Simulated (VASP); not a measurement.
The system is TiC.

```
CELL_PARAMETERS angstrom
0.00000 2.16641 2.16641
2.16641 0.00000 2.16641
2.16641 2.16641 0.00000
ATOMIC_POSITIONS crystal
Ti 0.00000 0.00000 0.00000
C 0.50000 0.50000 0.50000
```

| Item | Value |
| --- | --- |
| Program | VASP 6.6.1 |
| Task | relaxation of cell and atoms |
| Functional | PBEsol |
| Potentials or basis | VASP PAW PBE potentials, release 64 (Ti_sv, C) |
| Cutoff | 600 eV |
| k mesh | 16 × 16 × 16 |
| Occupations | tetrahedron |
| Spin | no spin polarisation |

At the start: pressure -6.8 GPa; volume 10.17 Å³/atom.

**Question.** Where does the relaxation end?

**Answer.** Over 3 steps the energy falls by 5.8 meV/atom and the volume is 9.90 Å³/atom (-2.6 %); space group Fm-3m (No. 225, to 0.1 Å) before and after.

The path:
```tsv
step	energy change (eV)	largest force (eV/Å)	pressure (GPa)	volume (Å³)
1	0.0000	0.0000	-6.79	20.34
2	0.0102	0.0000	10.25	19.09
3	-0.0117	0.0000	-0.07	19.80
```

Final structure:
```
Ti C
1.0
     0.00000    2.14726    2.14726
     2.14726    0.00000    2.14726
     2.14726    2.14726    0.00000
Ti C
1 1
Direct
  0.00000 0.00000 0.00000
  0.50000 0.50000 0.50000
```

Caveat: the PAW data sets were made with another functional, which shifts forces and pressure a little; tetrahedron occupations give inexact forces and stress in metals.
